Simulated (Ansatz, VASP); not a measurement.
## Hf4Cl3: VASP beside Ansatz

```
Hf Cl
1.0
    -2.12472    2.12472    9.26103
     2.12472   -2.12472    9.26103
     2.12472    2.12472   -9.26103
Hf Cl
4 3
Direct
  0.87917 0.37917 0.50000
  0.37917 0.87917 0.50000
  0.12083 0.62083 0.50000
  0.62083 0.12083 0.50000
  0.75000 0.25000 0.50000
  0.25000 0.75000 0.50000
  0.50000 0.50000 0.00000
```

Alike in both runs: functional PBE; k mesh 4 × 4 × 4; occupations gaussian, width 0.2 eV; no spin polarisation.

Ansatz relaxed the structure, and its values are those at the end. VASP's run is a single point on that final structure, the one shown.

|  | VASP | Ansatz |
| --- | --- | --- |
| version | VASP 6.6.1 | Ansatz 0.2.0 |
| potentials or method | VASP PAW PBE potentials, release 64 (Hf_pv, Cl), cutoff 500 eV | scalar-relativistic, plane waves, PAW |
| valence electrons in the cell | 61 | 125 |

```csv
,VASP,Ansatz,Ansatz less VASP
gap on the k mesh at the Fermi level (eV),none,none,-
pressure (GPa),-0.3,0.1,+0.39
rms of the force components (eV/Å),0.009,0.010,+0.0016
```

A gap of «none» marks a metal or a gap that the smearing closes. VASP's potentials hold 61 valence electrons a cell and Ansatz's 125, so a difference there can come from the potentials and not from the codes.

The k mesh is coarse, so the values compare programs but aren't converged. Neither program's run includes spin-orbit coupling.
